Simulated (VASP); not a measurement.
Input of a VASP 6.6.1 run:

Contents of INCAR:

```
ALGO = Normal ; EDIFF = 1E-6
ENCUT = 520 ; GGA = RP
ISIF = 2 ; ISMEAR = -1
LASPH = True ; LCHARG = False
LREAL = False ; LWAVE = False
NBANDS = 10 ; NELM = 100
PREC = Accurate ; SIGMA = 0.1
```

The input KPOINTS:

```
k-points
0
Gamma
  8 8 11
```

POSCAR

```
Mg
1.0
    5.2945080566      0.0000000000      0.0000000000
   -2.6472540283      4.5851784775      0.0000000000
    0.0000000000      0.0000000000      3.2116165795
Mg
3
Direct
    0.0000000000      1.0000000000      0.0000000000
    0.3333333333      0.6666666667      0.5000000000
    0.6666666667      0.3333333333      0.5000000000
```

Potentials or basis: VASP PAW PBE potentials, release 64 (Mg).

Launch:

```sh
$ cat potpaw_PBE.64/Mg/POTCAR > POTCAR
$ mpirun -np 1 vasp_std > vasp.out
```

(1) What does it give for the band gap on the k mesh?

(2) Predict the pressure.

## Answers

(1) zero (band 3 reaches 5.09 eV, above the bottom of band 4 at 1.18 eV).

(2) -2.3 GPa.

Caveat: the PAW data sets were made with another functional, which shifts forces and pressure a little.
